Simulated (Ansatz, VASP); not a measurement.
**One calculation of SiN, two programs**

```
CELL_PARAMETERS angstrom
2.61733 0.00000 0.00000
0.00000 2.61733 0.00000
0.00000 0.00000 2.61733
ATOMIC_POSITIONS crystal
Si 0.50000 0.50000 0.50000
N 0.00000 0.00000 0.00000
```

Alike in both runs: functional PBE; k mesh 6 × 6 × 6; occupations gaussian, width 0.2 eV; no spin polarisation.

Ansatz relaxed the structure, and its values are those at the end. VASP's run is a single point on that final structure, the one shown.

|  | VASP | Ansatz |
| --- | --- | --- |
| version | VASP 6.6.1 | Ansatz 0.2.0 |
| potentials or method | VASP PAW PBE potentials, release 64 (Si, N), cutoff 600 eV | scalar-relativistic, plane waves, PAW |
| valence electrons in the cell | 9 | 9 |

VASP gave:

- gap on the k mesh at the Fermi level (eV): none
- pressure (GPa): -0.5

Task: What did Ansatz give for the same quantities?

Result: gap on the k mesh at the Fermi level (eV): none; pressure (GPa): -0.4.

A gap of «none» marks a metal or a gap that the smearing closes. With one functional, cell and mesh, what is left measures potentials, basis and numerics.

The k mesh is coarse, so the values compare programs but aren't converged.
